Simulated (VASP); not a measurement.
# PbO3 (ReO3 type) (Pm-3m) in VASP: notebook

The runs below take PbO3 (ReO3 type) through single point, with PBE.

All numbers are computed with VASP 6.6.1; they aren't measurements. Logs are shortened: lines on timing, memory, paths and dates and some standing lists are left out, and cuts for length are marked.

**1. The cell of the first run**

Symmetry: Pm-3m, No. 221, cubic system. The conventional cell has a = 4.353 Å, b = 4.353 Å, c = 4.353 Å, α = 90.00°, β = 90.00°, γ = 90.00°. Within 2.9 Å of Pb (site symmetry m-3m) lie 6 O at 2.18 Å. Within 2.9 Å of O (site symmetry 4/mmm) lie 2 Pb at 2.18 Å.

**2. Single point, PBE**

INCAR

```
  PREC = Accurate
  ENCUT = 520
  EDIFF = 1E-6
  ISMEAR = -1
  SIGMA = 0.06122561905347299
  LREAL = F
  LASPH = T
  NELM = 100
  ALGO = Normal
  ISIF = 2
  LWAVE = F
  LCHARG = T
  GGA = PE
  LELF = T
  LVHAR = T
  NBANDS = 24
```

KPOINTS

```
Automatic mesh
0
Gamma
  13 13 13
```

POSCAR

```
PbO3
1.0
    4.3527627799      0.0000000000      0.0000000000
    0.0000000000      4.3527627799      0.0000000000
    0.0000000000      0.0000000000      4.3527627799
Pb O
1 3
Direct
    0.0000000000      0.0000000000      0.0000000000
    0.5000000000      0.0000000000      0.0000000000
    0.0000000000      0.5000000000      0.0000000000
    0.0000000000      0.0000000000      0.5000000000
```

Potentials or basis: VASP PAW PBE potentials, release 64 (Pb_d, O).

Run with:

```
$ cat potpaw_PBE.64/Pb_d/POTCAR potpaw_PBE.64/O/POTCAR > POTCAR
$ mpirun -np 1 vasp_std > vasp.out
```

OUTCAR:

```text
PREC = Accurate
   ENCUT = 520
   EDIFF = 1E-6
   ISMEAR = -1
   LREAL = F
   LASPH = T
   NELM = 100
   ISIF = 2
   GGA = PE

 ion  position               nearest neighbor table
   1  0.000  0.000  0.000-   2 2.18   3 2.18   4 2.18   4 2.18   3 2.18   2 2.18
   2  0.500  0.000  0.000-   1 2.18   1 2.18
   3  0.000  0.500  0.000-   1 2.18   1 2.18
   4  0.000  0.000  0.500-   1 2.18   1 2.18

  LATTYP: Found a simple cubic cell.
 ALAT       =     4.3527627799

  Lattice vectors:

 A1 = (   4.3527627799,   0.0000000000,   0.0000000000)
 A2 = (   0.0000000000,   4.3527627799,   0.0000000000)
 A3 = (   0.0000000000,   0.0000000000,   4.3527627799)

Analysis of symmetry for initial positions (statically):
=====================================================================
 Subroutine PRICEL returns:
 Original cell was already a primitive cell.

 Routine SETGRP: Setting up the symmetry group for a
 simple cubic supercell.

 Subroutine GETGRP returns: Found 48 space group operations
 (whereof 48 operations were pure point group operations)
 out of a pool of 48 trial point group operations.

The static configuration has the point symmetry O_h .

Analysis of symmetry for dynamics (positions and initial velocities):
=====================================================================
 Subroutine PRICEL returns:
 Original cell was already a primitive cell.

 Routine SETGRP: Setting up the symmetry group for a
 simple cubic supercell.

 Subroutine GETGRP returns: Found 48 space group operations
 (whereof 48 operations were pure point group operations)
 out of a pool of 48 trial point group operations.

The dynamic configuration has the point symmetry O_h .

 Subroutine INISYM returns: Found 48 space group operations
 (whereof 48 operations are pure point group operations),
 and found     1 'primitive' translations

----------------------------------------------------------------------------------------

                                     Primitive cell

  volume of cell :      82.4698

  direct lattice vectors                    reciprocal lattice vectors
     4.352762780  0.000000000  0.000000000     0.229739145  0.000000000  0.000000000
     0.000000000  4.352762780  0.000000000     0.000000000  0.229739145  0.000000000
     0.000000000  0.000000000  4.352762780     0.000000000  0.000000000  0.229739145

  length of vectors
     4.352762780  4.352762780  4.352762780     0.229739145  0.229739145  0.229739145

  position of ions in fractional coordinates (direct lattice)
     0.000000000  0.000000000  0.000000000
     0.500000000  0.000000000  0.000000000
     0.000000000  0.500000000  0.000000000
     0.000000000  0.000000000  0.500000000

  ion indices of the primitive-cell ions
   primitive index   ion index
                 1           1
                 2           2
                 3           3
                 4           4

----------------------------------------------------------------------------------------

 KPOINTS: Automatic mesh

Automatic generation of k-mesh.
 Grid dimensions read from file:
 generate k-points for:   13   13   13

 Generating k-lattice:

  Cartesian coordinates                     Fractional coordinates (reciprocal lattice)
     0.017672242  0.000000000  0.000000000     0.076923077  0.000000000  0.000000000
     0.000000000  0.017672242  0.000000000     0.000000000  0.076923077  0.000000000
     0.000000000  0.000000000  0.017672242     0.000000000  0.000000000  0.076923077

  Length of vectors
     0.017672242  0.017672242  0.017672242

  Shift w.r.t. Gamma in fractional coordinates (k-lattice)
     0.000000000  0.000000000  0.000000000

 Subroutine IBZKPT returns following result:
 ===========================================

 Found     84 irreducible k-points:

 Following reciprocal coordinates:
            Coordinates               Weight
  0.000000  0.000000  0.000000      1.000000
  0.076923  0.000000  0.000000      6.000000
  0.153846  0.000000  0.000000      6.000000
  0.230769  0.000000  0.000000      6.000000
  0.307692  0.000000  0.000000      6.000000
  0.384615  0.000000  0.000000      6.000000
[... 16 lines left out ...]
  0.307692  0.307692  0.000000     12.000000
  0.384615  0.307692  0.000000     24.000000
 [... further k-points ...]
   k-points           NKPTS =     84   k-points in BZ     NKDIM =     84   number of bands    NBANDS=     24
   number of dos      NEDOS =    301   number of ions     NIONS =      4
   total plane-waves  NPLWV =  32768
   dimension x,y,z NGX =    32 NGY =   32 NGZ =   32
   dimension x,y,z NGXF=    64 NGYF=   64 NGZF=   64
   ions per type =               1   3
   NGX,Y,Z   is equivalent  to a cutoff of  12.22, 12.22, 12.22 a.u.
   NGXF,Y,Z  is equivalent  to a cutoff of  24.44, 24.44, 24.44 a.u.
 SYSTEM =  unknown system
   PREC   = accura    normal or accurate (medium, high low for compatibility)
   ISTART =      0    job   : 0-new  1-cont  2-samecut
   ICHARG =      2    charge: 1-file 2-atom 10-const
   ISPIN  =      1    spin polarized calculation?
   LNONCOLLINEAR =      F non collinear calculations
   LSORBIT =      F    spin-orbit coupling
   LASPH  =      T    aspherical Exc in radial PAW
   ENCUT  =  520.0 eV  38.22 Ry    6.18 a.u.   8.09  8.09  8.09*2*pi/ulx,y,z
   NELM   =    100;   NELMIN=  2; NELMDL= -5     # of ELM steps
   EDIFF  = 0.1E-05   stopping-criterion for ELM
   LREAL  =      F    real-space projection
   EDIFFG = 0.1E-04   stopping-criterion for IOM
   NSW    =      0    number of steps for IOM
   IBRION =     -1    ionic relax: 0-MD 1-quasi-New 2-CG
   NFREE  =      0    steps in history (QN), initial steepest desc. (CG)
   ISIF   =      2    stress and relaxation
   ISYM   =      2    0-nonsym 1-usesym 2-fastsym
   POTIM  = 0.5000    time-step for ionic-motion
   TEBEG  =    0.0;   TEEND  =   0.0 temperature during run
   PSTRESS=    0.0 pullay stress
   NELECT =      32.0000    total number of electrons
   NUPDOWN=      -1.0000    fix difference up-down
   EMIN   =  10.00;   EMAX   =-10.00  energy-range for DOS
   EFERMI =   0.00;   METHOD = LEGACY
   ISMEAR =    -1;   SIGMA  =   0.06  broadening in eV -4-tet -1-fermi 0-gaus
   EFERMI_NEDOS =   21; number of points for ismear=-14 and -15
   IALGO  =     38    algorithm
   IMIX   =      4    mixing-type and parameters
     AMIX     =   0.40;   BMIX     =  1.00
     AMIX_MAG =   1.60;   BMIX_MAG =  1.00
  volume/ion in A,a.u.               =      20.62       139.13
  Fermi-wavevector in a.u.,A,eV,Ry     =   1.194061  2.256448 19.398935  1.425782
  Thomas-Fermi vector in A             =   2.330060
   LORBIT       =      0    0 simple, 1 ext, 2 COOP (PROOUT), +10 PAW based schemes
   GGA     = PE    functional components
   LHFCALC =     F    Hartree Fock is set to
   AEXX    =    0.0000 exact exchange contribution
   IVDW    =     0    specifies the selected vdW correction
   LEPSILON=     F    determine dielectric tensor
   LRPA    =     F    only Hartree local field effects (RPA)
 non-spin polarized calculation
  energy-cutoff  :      520.00
  volume of cell :       82.47
 maximum number of plane-waves:      2260
   NGX = 17   NGY = 17   NGZ = 17

 number of electron      31.9999979 magnetization

 Free energy of the ion-electron system (eV)
  ---------------------------------------------------
  ext. energy  EPLUGINS =         0.00000000
  ---------------------------------------------------
  free energy    TOTEN  =       -17.05835300 eV

  energy without entropy =      -16.95824433  energy(sigma->0) =      -17.00829867

 E-fermi :  -1.3034     XC(G=0):  -7.9585

 val. band max:       -1.3078337248   @ k =   0.3846   0.3077   0.2308
 cond. band min:      -1.3017153149   @ k =   0.0769   0.0769   0.0769
 fundamental gap:      0.0061184099
 Fermi energy:        -1.3033544222

 k-point     1 :       0.0000    0.0000    0.0000
  band No.  band energies     occupation
      1     -18.4773      2.00000
      2     -18.4773      2.00000
      3     -18.2262      2.00000
      4     -15.9181      2.00000
      5     -15.9181      2.00000
      6     -15.9181      2.00000
[... 16 lines left out ...]
     23      12.1985      0.00000
     24      12.1985      0.00000

 k-point     2 :       0.0769    0.0000    0.0000
  band No.  band energies     occupation
      1     -18.4770      2.00000
      2     -18.4534      2.00000
      3     -18.2082      2.00000
      4     -15.9197      2.00000
      5     -15.9197      2.00000
      6     -15.9181      2.00000
[... 16 lines left out ...]
     23      12.2579      0.00000
     24      12.3287      0.00000

 k-point     3 :       0.1538    0.0000    0.0000
  band No.  band energies     occupation
      1     -18.4764      2.00000
      2     -18.4024      2.00000
      3     -18.1355      2.00000
      4     -15.9240      2.00000
      5     -15.9240      2.00000
      6     -15.9180      2.00000
[... 16 lines left out ...]
     23      12.4285      0.00000
     24      12.4941      0.00000

 k-point     4 :       0.2308    0.0000    0.0000
  band No.  band energies     occupation
      1     -18.4756      2.00000
      2     -18.3643      2.00000
      3     -17.9756      2.00000
      4     -15.9300      2.00000
      5     -15.9300      2.00000
      6     -15.9179      2.00000
[... 16 lines left out ...]
     23      12.3728      0.00000
     24      12.6860      0.00000

 k-point     5 :       0.3077    0.0000    0.0000
  band No.  band energies     occupation
      1     -18.4747      2.00000
      2     -18.3456      2.00000
      3     -17.7379      2.00000
      4     -15.9363      2.00000
      5     -15.9363      2.00000
      6     -15.9177      2.00000
[... 451 lines left out ...]
 k-point    22 :       0.4615    0.2308    0.0000
  band No.  band energies     occupation
      1     -18.4188      2.00000
      2     -18.0285      2.00000
      3     -17.2520      2.00000
      4     -15.9572      2.00000
      5     -15.9442      2.00000
      6     -15.9293      2.00000
[... 16 lines left out ...]
     23      10.8731      0.00000
     24      12.4262      0.00000

 k-point    23 :       0.3077    0.3077    0.0000
  band No.  band energies     occupation
      1     -18.4169      2.00000
      2     -17.8743      2.00000
      3     -17.6484      2.00000
      4     -15.9554      2.00000
      5     -15.9359      2.00000
      6     -15.9358      2.00000
[... 16 lines left out ...]
     23      11.2552      0.00000
     24      12.3912      0.00000

 k-point    24 :       0.3846    0.3077    0.0000
  band No.  band energies     occupation
      1     -18.4140      2.00000
      2     -17.7952      2.00000
      3     -17.4500      2.00000
      4     -15.9609      2.00000
      5     -15.9411      2.00000
      6     -15.9357      2.00000
[... 16 lines left out ...]
     23      11.2587      0.00000
     24      12.3017      0.00000

 [... further k-points ...]
[... 5 lines left out ...]
  --------------------------------------------------------------------------------------
  -------------------------------------------------------------------------------------
  Total       -1.1357827     -1.1357827     -1.1357827     -0.0000000      0.0000000     -0.0000000
  in kB      -22.0653503    -22.0653503    -22.0653503     -0.0000000      0.0000000     -0.0000000
  external PRESSURE =     -22.0653503 kB  Pullay stress =       0.0000000 kB

 VOLUME and BASIS-vectors are now :
 -----------------------------------------------------------------------------
  energy-cutoff  :      520.00
  volume of cell :       82.47
      direct lattice vectors                 reciprocal lattice vectors
     4.352762780  0.000000000  0.000000000     0.229739145  0.000000000  0.000000000
     0.000000000  4.352762780  0.000000000     0.000000000  0.229739145  0.000000000
     0.000000000  0.000000000  4.352762780     0.000000000  0.000000000  0.229739145

 POSITION                                       TOTAL-FORCE (eV/Angst)
 -----------------------------------------------------------------------------------
      0.00000      0.00000      0.00000         0.000000      0.000000      0.000000
      2.17638      0.00000      0.00000         0.000000      0.000000      0.000000
      0.00000      2.17638      0.00000         0.000000      0.000000      0.000000
      0.00000      0.00000      2.17638         0.000000      0.000000      0.000000
 -----------------------------------------------------------------------------------
    total drift:                                0.000000      0.000000     -0.000000

  FREE ENERGIE OF THE ION-ELECTRON SYSTEM (eV)
  ---------------------------------------------------
  free  energy   TOTEN  =       -17.0583530038 eV

  energy  without entropy=      -16.9582443300  energy(sigma->0) =      -17.00829867
```

Run time: 1.7 min. Hardware: 1 thread of Intel Xeon Platinum 8488C (Sapphire Rapids), shared host; peak memory 0.27 GiB.

What came out:

- Free energy: -17.0584 eV
- Pressure: -2.2 GPa
- Band gap on the k mesh: zero (band 16 reaches -0.98 eV, above the bottom of band 17 at -1.61 eV)

Caveat: spin-orbit coupling is left out, which moves the levels of the heavy elements.

(Part 1 of 3 ends here.)
